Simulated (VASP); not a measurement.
Crystal: Mg3ZnS4.

```
CELL_PARAMETERS angstrom
-2.80353 2.83928 5.53542
2.84736 -2.83362 5.55455
2.77218 2.80226 -5.53259
ATOMIC_POSITIONS crystal
Mg 0.52753 0.52302 0.04360
Mg 0.77215 0.25657 0.49344
Mg 0.30064 0.79349 0.56363
Zn 0.02039 0.99819 0.02300
S 0.63587 0.17225 0.06110
S 0.10475 0.62193 0.96625
S 0.35377 0.34454 0.48066
S 0.89451 0.88597 0.50905
```

```yaml
Program: VASP 6.6.1
Task: relaxation of cell and atoms
Functional: PBEsol
Potentials_or_basis: VASP PAW PBE potentials, release 64 (Mg, Zn, S)
Cutoff: 600 eV
k_mesh: 4 × 4 × 4
Occupations: fermi-dirac, width 0.05 eV
Spin: no spin polarisation
```

At the start: pressure 2.1 GPa; volume 21.97 Å³/atom.

How do energy, volume and symmetry change on relaxing?

Over 22 steps the energy falls by 183.3 meV/atom and the volume is 21.69 Å³/atom (-1.3 %); space group P1 (No. 1, to 0.1 Å) before, I-42m (No. 121, to 0.1 Å).

Step by step:
| step | energy change (eV) | largest force (eV/Å) | pressure (GPa) | volume (Å³) |
| --- | --- | --- | --- | --- |
| 1 | 0.0000 | 4.0492 | 2.10 | 175.78 |
| 2 | -0.9929 | 1.2176 | -2.58 | 183.05 |
| 3 | -0.9931 | 1.2121 | -2.50 | 182.79 |
| 4 | -1.3131 | 0.5831 | -0.49 | 174.86 |
| 5 | -1.3552 | 0.4896 | 0.87 | 171.04 |
| 6 | -1.4216 | 0.2919 | 0.30 | 172.53 |
| 7 | -1.4240 | 0.3250 | 0.19 | 172.89 |
| 8 | -1.4444 | 0.2249 | -0.18 | 173.96 |
| 9 | -1.4471 | 0.2288 | -0.39 | 174.54 |
| 10 | -1.4567 | 0.1365 | 0.05 | 173.37 |
| 11 | -1.4579 | 0.1448 | 0.25 | 172.81 |
| 12 | -1.4626 | 0.0879 | 0.04 | 173.42 |
| 13 | -1.4629 | 0.0816 | -0.02 | 173.60 |
| 14 | -1.4648 | 0.0374 | -0.07 | 173.74 |
| 15 | -1.4649 | 0.0487 | -0.10 | 173.79 |
| 16 | -1.4657 | 0.0357 | 0.06 | 173.34 |
| 17 | -1.4658 | 0.0367 | 0.12 | 173.22 |
| 18 | -1.4663 | 0.0333 | 0.00 | 173.55 |
| 19 | -1.4663 | 0.0340 | -0.01 | 173.57 |
| 20 | -1.4665 | 0.0152 | -0.02 | 173.59 |
| 21 | -1.4665 | 0.0146 | -0.02 | 173.59 |
| 22 | -1.4665 | 0.0085 | 0.02 | 173.50 |

Final structure:
```cif
data_structure
_symmetry_space_group_name_H-M 'P 1'
_symmetry_Int_Tables_number 1
_cell_length_a 6.8247
_cell_length_b 6.8284
_cell_length_c 6.8257
_cell_angle_alpha 131.743
_cell_angle_beta 131.739
_cell_angle_gamma 70.634
_cell_volume 173.50
loop_
_atom_site_label
_atom_site_type_symbol
_atom_site_fract_x
_atom_site_fract_y
_atom_site_fract_z
_atom_site_occupancy
Mg1 Mg 0.51311 0.51198 0.01710 1
Mg2 Mg 0.76456 0.26164 0.51802 1
Mg3 Mg 0.26398 0.76176 0.51768 1
Zn1 Zn 0.01343 0.01260 0.01788 1
S1 S 0.65025 0.13221 0.01756 1
S2 S 0.13342 0.64950 0.01779 1
S3 S 0.37713 0.37475 0.50040 1
S4 S 0.89375 0.89151 0.53431 1
```

Caveat: the PAW data sets were made with another functional, which shifts forces and pressure a little.
